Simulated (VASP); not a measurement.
A run of VASP 6.6.1:

Contents of INCAR:

```
ALGO = Normal
EDIFF = 1E-7
EDIFFG = -0.02
ENCUT = 600
GGA = PS
IBRION = 2
ISIF = 3
ISMEAR = -1
LASPH = T
LCHARG = F
LREAL = F
LWAVE = F
NELM = 80
NSW = 80
PREC = Accurate
SIGMA = 0.05
```

Contents of KPOINTS:

```
k-points
0
Gamma
  7 7 7
```

POSCAR

```
Tl
1.0
    0.0000000000      3.3350000000      3.3350000000
    3.3350000000      0.0000000000      3.3350000000
    3.3350000000      3.3350000000      0.0000000000
Tl
2
Direct
    0.0000000000      0.0000000000      0.0000000000
    0.2500000000      0.2500000000      0.2500000000
```

Potentials or basis: VASP PAW PBE potentials, release 64 (Tl_d).

Run with:

```bash
$ cat potpaw_PBE.64/Tl_d/POTCAR > POTCAR
$ mpirun -np 1 vasp_std > vasp.out
```

Hardware: 1 thread of Intel Xeon 8259CL, on a shared host.

Task: Estimate the wall time of this run.

Result: Run time: 2.2 min on 1 thread of Intel Xeon 8259CL, with other jobs on the host, peak memory 0.25 GiB. Counts: scf iterations 29, k points 20, ion steps 3.
